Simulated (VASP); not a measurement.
Write the native input for VASP 6.6.1 that does the following.

* Task: single point
* Functional: PBE
* Potentials or basis: VASP PAW PBE potentials, release 64 (Cu, O)
* Cutoff: 520 eV
* k mesh: 7 × 7 × 7
* Occupations: gaussian, width 0.05 eV
* Spin: collinear spin, ferromagnetic start
* Starting moments: [1.0, 0.0] μB
* Dipole correction: no
* Further INCAR settings: ALGO = Normal; EDIFF = 1e-07; NBANDS = 20

The structure of CuO lies in POSCAR:

```
CuO
1.0
    0.0000000000      2.3272527300      2.3272527300
    2.3272527300      0.0000000000      2.3272527300
    2.3272527300      2.3272527300      0.0000000000
Cu O
1 1
Direct
    0.0000000000      0.0000000000      0.0000000000
    0.2500000000      0.2500000000      0.2500000000
```

One way to write it, as run:

INCAR

```
PREC     = Accurate       # precision mode
ENCUT    = 520            # plane-wave cutoff, eV
EDIFF    = 1E-7           # SCF threshold, eV
ISMEAR   = 0              # smearing method
SIGMA    = 0.05           # smearing width, eV
LREAL    = F              # projectors in reciprocal space
LASPH    = T              # aspherical terms in the spheres
NELM     = 150            # most SCF steps
ALGO     = Normal         # electronic algorithm
ISIF     = 2              # what is computed and relaxed
LWAVE    = F              # write WAVECAR
LCHARG   = F              # write CHGCAR
ISPIN    = 2              # spin polarisation
MAGMOM   = 1 0            # initial moments
LORBIT   = 11             # projections on sites
LMAXMIX  = 4              # l up to which the mixer works
GGA      = PE             # functional
NBANDS   = 20             # bands
```

KPOINTS

```
Automatic mesh
0
Gamma
  7 7 7
```

Potentials or basis: VASP PAW PBE potentials, release 64 (Cu, O).

Launch:

```bash
$ cat potpaw_PBE.64/Cu/POTCAR potpaw_PBE.64/O/POTCAR > POTCAR
$ mpirun -np 1 vasp_std > vasp.out
```

It gave:

| Item | Value |
| --- | --- |
| Pressure | -8.7 GPa |
| Net moment | 0.64 μB per cell |
| Site moments | Cu +0.39; O +0.22 μB |
| Valence electrons inside the program's atomic spheres | Cu 9.77; O 4.91 |

Caveat: a cell with one magnetic atom can't hold antiferromagnetic order, which such compounds often take.

Run time: 28 s on 1 thread of AMD EPYC 7R43 64-Core Processor (Zen 3), with other jobs on the host, peak memory 0.12 GiB.
